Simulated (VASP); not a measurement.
Wanted: the native input for a VASP 6.6.1 run.

* Task: single point
* Functional: PBE
* Potentials or basis: VASP PAW PBE potentials, release 64 (Ga_d, Sb, Te, Se)
* Cutoff: 520 eV
* k mesh: 6 × 6 × 2
* Occupations: gaussian, width 0.1 eV
* Spin: no spin polarisation
* Dipole correction: no
* Further INCAR settings: ALGO = Normal; EDIFF = 1e-06; NBANDS = 26

The structure of GaSbTeSe2 lies in POSCAR:

```
GaSbTeSe2
1.0
    4.0900406961     -0.0000000026      0.0000000000
   -2.0450203458      3.5420791466      0.0000000000
    0.0000000000      0.0000000000     10.6108547082
Ga Sb Te Se
1 1 1 2
Direct
    0.6666666667      0.3333333333      0.3831032217
    0.3333333333      0.6666666667      0.7752077995
    0.0000000000      0.0000000000      0.9468889635
    0.3333333333      0.6666666667      0.2872662741
    0.6666666667      0.3333333333      0.6075337713
```

The cell was generated, and may not be a known phase.

The input as run:

INCAR

```
SYSTEM = GaSbTeSe2
ALGO = Normal
EDIFF = 1E-6
ENCUT = 520
GGA = PE
ISIF = 2
ISMEAR = 0
LASPH = .True.
LCHARG = .False.
LREAL = .False.
LWAVE = .False.
NBANDS = 26
NELM = 80
PREC = Accurate
SIGMA = 0.1
```

KPOINTS

```
k-points
0
Gamma
  6 6 2
  0 0 0
```

Potentials or basis: VASP PAW PBE potentials, release 64 (Ga_d, Sb, Te, Se).

The run is started by

```bash
$ cat potpaw_PBE.64/Ga_d/POTCAR potpaw_PBE.64/Sb/POTCAR potpaw_PBE.64/Te/POTCAR potpaw_PBE.64/Se/POTCAR > POTCAR
$ mpirun -np 1 vasp_std > vasp.out
```

Results of the run:

The pressure is 0.1 GPa. The largest force is 0.030 eV/Å and the band gap on the k mesh is zero (bands 18 and 19 overlap by 0.05 eV).

Caveat: semilocal functionals underestimate gaps, and a narrow one can read as zero; spin-orbit coupling is left out, which moves the levels of the heavy elements; this functional lacks dispersion, which binds layers or chains, so the pressure and a relaxed spacing across them are unreliable.

Wall time 33 s on 1 thread of Intel(R) Xeon(R) 6975P-C (Granite Rapids), with other jobs on the host, peak memory 0.29 GiB.
